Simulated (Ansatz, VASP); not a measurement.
## One calculation of H, two programs

INCAR

```
PREC = Accurate
ENCUT = 500
EDIFF = 1E-6
ISMEAR = -5
SIGMA = 0.1
LREAL = False
LASPH = True
NELM = 120
ALGO = Normal
ISIF = 2
LWAVE = False
LCHARG = True
GGA = CA
LELF = True
LVHAR = True
NBANDS = 6
GGA_COMPAT = False
```

File KPOINTS:

```
regular mesh
0
Gamma
  8 8 22
```

The input POSCAR:

```
H
1.0
    2.6496387389      0.0000000000      0.0000000000
    0.0000000000      2.6496387389      0.0000000000
    0.0000000000      0.0000000000      0.9804929200
H
1
Direct
    0.0000000000      0.0000000000      0.5000000000
```

Input for Ansatz:

```yaml
crystal:
  lattice:
    - [2.6496387389, 0.0, 0.0]
    - [0.0, 2.6496387389, 0.0]
    - [0.0, 0.0, 0.98049292]
  atoms:
    - { symbol: H, position: [0.0, 0.0, 0.5] }
basis:
  ecutwfc: 420
kpoints:
  mp_grid: { grid: [8, 8, 22] }
hamiltonian:
  xc: lda
scf:
  occupations: { method: tetrahedron }
output:
  forces: true
  stress: true
  eigenvalues: true
```

Alike in both runs: task single point; functional LDA; k mesh 8 × 8 × 22; occupations tetrahedron; no spin polarisation.

|  | VASP | Ansatz |
| --- | --- | --- |
| version | VASP 6.6.1 | Ansatz 0.2.0 |
| potentials or method | VASP PAW LDA potentials, release 64 (H), cutoff 500 eV | scalar-relativistic, plane waves, PAW |
| valence electrons in the cell | 1 | 1 |

```csv
,VASP,Ansatz,Ansatz less VASP
gap on the k mesh at the Fermi level (eV),none,none,-
pressure (GPa),1.0,1.3,+0.22
"traceless stress, the component that is largest in VASP (GPa)",4.88,4.57,-0.313
```

LDA's correlation is that of Perdew and Zunger in VASP and of Perdew and Wang (1992) in Ansatz. A gap of «none» marks a metal or a gap that the smearing closes. Ansatz's warnings: band table not solved further, tetrahedron derivatives may miss energy slope.
